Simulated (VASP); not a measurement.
Runs of VASP 6.6.1 on Al3Cu2. The structure is that of space group P-3m1 (No. 164), or close to it. The cells are those of the table. 

```tsv
cell	gap on the mesh (eV)	pressure (GPa)	largest force (eV/Å)
a = 4.090, b = 4.090, c = 4.976 Å, angles 90.0, 90.0, 120.0°, 5 atoms	none	0.9	0.01
a = 4.102, b = 4.102, c = 4.990 Å, angles 90.0, 90.0, 120.0°, 5 atoms	none	(a)	-
a = 4.058, b = 4.058, c = 4.939 Å, angles 90.0, 90.0, 120.0°, 5 atoms	none	3.7	0.01
a = 3.986, b = 3.986, c = 4.855 Å, angles 90.0, 90.0, 120.0°, 5 atoms	none	11.8	-
```

Alike in all rows: task single point; level r2SCAN; potentials or basis VASP PAW PBE potentials, release 64 (Al, Cu); no spin polarisation; k mesh 12 × 12 × 8; cutoff (eV) 520; smearing gaussian 0.1 eV.

**Question.** Estimate the missing entries.

**Answer.** (a) -0.1.

Caveats: the PAW data sets were made with another functional, which shifts forces and pressure a little.

A gap of «none» marks levels without a gap at the run's occupations.
